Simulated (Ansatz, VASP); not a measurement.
# La2O3 in VASP and in Ansatz

The input POSCAR:

```
La2O3
1.0
    3.9307780000      0.0000000000      0.0000000000
   -1.9653890000      3.4041530000      0.0000000000
    0.0000000000      0.0000000000      6.1119540000
La O
2 3
Direct
    0.6666666667      0.3333333333      0.7537640000
    0.3333333333      0.6666666667      0.2462360000
    0.6666666667      0.3333333333      0.3541090000
    0.3333333333      0.6666666667      0.6458910000
    0.0000000000      0.0000000000      0.0000000000
```

File INCAR.step1:

```
  PREC = Accurate
  ENCUT = 600
  ISMEAR = 0
  SIGMA = 0.01
  LREAL = False
  LASPH = True
  NELM = 100
  GGA = PE
  ALGO = Normal
  EDIFF = 1E-4
  LWAVE = True
  LCHARG = False
```

The input INCAR.step2:

```
  PREC = Accurate
  ENCUT = 600
  EDIFF = 1E-6
  ISMEAR = 0
  SIGMA = 0.01
  LREAL = False
  LASPH = True
  NELM = 100
  ALGO = Normal
  ISIF = 3
  LWAVE = False
  LCHARG = False
  METAGGA = R2SCAN
  LMIXTAU = True
  IVDW = 13
  VDW_S6 = 1.0
  VDW_S8 = 0.6018749
  VDW_A1 = 0.51559235
  VDW_A2 = 5.77342911
  IBRION = 2
  NSW = 80
  EDIFFG = -0.005
  ISTART = 1
```

Contents of KPOINTS:

```
regular mesh
0
Gamma
  6 6 4
```

Input for Ansatz:

```yaml
crystal:
  lattice:
    - [3.930778, 0.0, 0.0]
    - [-1.965389, 3.404153, 0.0]
    - [0.0, 0.0, 6.111954]
  atoms:
    - { symbol: La, position: [0.6666666666666666, 0.3333333333333333, 0.753764] }
    - { symbol: La, position: [0.3333333333333333, 0.6666666666666666, 0.246236] }
    - { symbol: O, position: [0.6666666666666666, 0.3333333333333333, 0.354109] }
    - { symbol: O, position: [0.3333333333333333, 0.6666666666666666, 0.645891] }
    - { symbol: O, position: [0.0, 0.0, 0.0] }
basis:
  ecutwfc: 571.4391111657479
kpoints:
  mp_grid:
    grid: [6, 6, 4]
hamiltonian:
  xc: r2scan
  dispersion: d4
scf:
  occupations:
    method: fixed
relax:
  f_tol: 0.005
  cell: {}
```

Alike in both runs: task relaxation of cell and atoms; functional r2SCAN; dispersion D4; k mesh 6 × 6 × 4; no spin polarisation.

|  | VASP | Ansatz |
| --- | --- | --- |
| version | VASP 6.6.1 | Ansatz 0.2.0 |
| potentials or method | VASP PAW PBE potentials, release 64 (La, O), cutoff 600 eV | plane waves, PAW |
| occupations | gaussian, width 0.01 eV | fixed |
| valence electrons in the cell | 40 | 40 |

```csv
,VASP,Ansatz,Ansatz less VASP
relaxed volume (Å³/atom),16.23,16.30,+0.072
relaxed length of the cell vector where the two differ most in proportion (Å),6.084,6.096,+0.0117
```

VASP's potentials were made for PBE, not for r2SCAN.

Spin-orbit coupling is off throughout.
